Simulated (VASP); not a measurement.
Set up this calculation in VASP 6.6.1, as the native input.

```
Task                   : single point
Functional             : PBEsol
Potentials or basis    : VASP PAW PBE potentials, release 64 (Mo_sv, S)
Cutoff                 : 520 eV
k mesh                 : 12 × 12 × 2
Occupations            : methfessel-paxton, width 0.164 eV
Spin                   : no spin polarisation
Dipole correction      : no
Further INCAR settings : ALGO = Normal; EDIFF = 1e-07; NBANDS = 35
```

The structure of MoS2 lies in POSCAR:

```
MoS2
1.0
    3.0160000000      0.0000000000      0.0000000000
   -1.5080000000      2.6119326178      0.0000000000
    0.0000000000      0.0000000000     12.5702639933
Mo S
2 4
Direct
    0.3333333333      0.6666666667      0.2500000000
    0.6666666667      0.3333333333      0.7500000000
    0.3333333333      0.6666666667      0.6259932117
    0.6666666667      0.3333333333      0.1259932117
    0.3333333333      0.6666666667      0.8740067883
    0.6666666667      0.3333333333      0.3740067883
```

One way to write it, as run:

INCAR

```
PREC     = Accurate       # precision mode
ENCUT    = 520            # plane-wave cutoff, eV
EDIFF    = 1E-7           # SCF threshold, eV
ISMEAR   = 1              # smearing method
SIGMA    = 0.164          # smearing width, eV
LREAL    = False          # projectors in reciprocal space
LASPH    = True           # aspherical terms in the spheres
NELM     = 100            # most SCF steps
ALGO     = Normal         # electronic algorithm
ISIF     = 2              # what is computed and relaxed
LWAVE    = False          # write WAVECAR
LCHARG   = False          # write CHGCAR
GGA      = PS             # functional
NBANDS   = 35             # bands
```

KPOINTS

```
Automatic mesh
0
Gamma
  12 12 2
```

Potentials or basis: VASP PAW PBE potentials, release 64 (Mo_sv, S).

Command:

```console
$ cat potpaw_PBE.64/Mo_sv/POTCAR potpaw_PBE.64/S/POTCAR > POTCAR
$ mpirun -np 1 vasp_std > vasp.out
```

Results of the run:

```yaml
Pressure: 14.5 GPa
Largest_force: 0.974 eV/Å
Band_gap_on_the_k_mesh: 1.14 eV (least direct gap 2.19 eV)
```

Caveat: the cell stands under pressure; the PAW data sets were made with another functional, which shifts forces and pressure a little; this functional lacks dispersion, which binds the layers, so the pressure and a relaxed spacing across them are unreliable.

Run time: 110 s on 1 thread of AMD EPYC 7R13 Processor (Zen 3) (shared host), peak memory 0.25 GiB.
